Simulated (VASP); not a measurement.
Wanted: the native input for a VASP 6.6.1 run.

- Task: single point
- Functional: PBE
- Dispersion: D3(BJ)
- Potentials or basis: VASP PAW PBE potentials, release 64 (Sn_d, O)
- Cutoff: 520 eV
- k mesh: 8 × 6 × 6
- Occupations: gaussian, width 0.05 eV
- Spin: no spin polarisation
- Dipole correction: no
- Further INCAR settings: ALGO = Normal; EDIFF = 1e-07; NBANDS = 35

The structure of SnO2 lies in POSCAR:

```
SnO2
1.0
    1.6186264610     -2.8035432689      0.0000000000
    1.6186264610      0.9345144230      4.2918257460
   -4.8558793830     -2.8035432689      0.0000000000
Sn O
2 4
Direct
    0.5336087425      0.3975445496     -0.0313574457
   -0.0336087425      0.6024554504      0.5313574457
    0.4840600750      0.7689116785      0.7962000588
    1.0159399250      0.6926884373      0.1909999798
    0.4840600750      0.3073115627      0.3090000202
    1.0159399250      0.2310883215      0.7037999412
```

This cell differs from its parent crystal: mode 4 frozen in at -0.440 Å and mode 5 at -0.109 Å (largest displacements).

These files were run (other wordings do the same):

INCAR

```
PREC = Accurate
ENCUT = 520
EDIFF = 1E-7
ISMEAR = 0
SIGMA = 0.05
LREAL = F
LASPH = T
NELM = 100
ALGO = Normal
ISIF = 2
LWAVE = F
LCHARG = F
GGA = PE
IVDW = 12
NBANDS = 35
```

KPOINTS

```
regular mesh
0
Gamma
  8 6 6
```

Potentials or basis: VASP PAW PBE potentials, release 64 (Sn_d, O).

Command:

```sh
$ cat potpaw_PBE.64/Sn_d/POTCAR potpaw_PBE.64/O/POTCAR > POTCAR
$ mpirun -np 1 vasp_std > vasp.out
```

It gave:

| Property | Result |
| --- | --- |
| Pressure | -6.0 GPa |
| Largest force | 1.582 eV/Å |
| Band gap on the k mesh | 0.49 eV, indirect (least direct gap 0.63 eV) |
| Dispersion energy per atom | -0.201 eV |

Caveat: the cell differs from its parent crystal (mode 4 frozen in at -0.440 Å and mode 5 at -0.109 Å (largest displacements)); spin-orbit coupling is left out, which moves the levels of the heavy elements; forces of over 1 eV/Å act on the atoms, so gaps and moduli don't describe the material at rest.

Run time: 7 min on 1 thread of Oxide Virtual Turin-like Processor (shared host), peak memory 0.39 GiB.
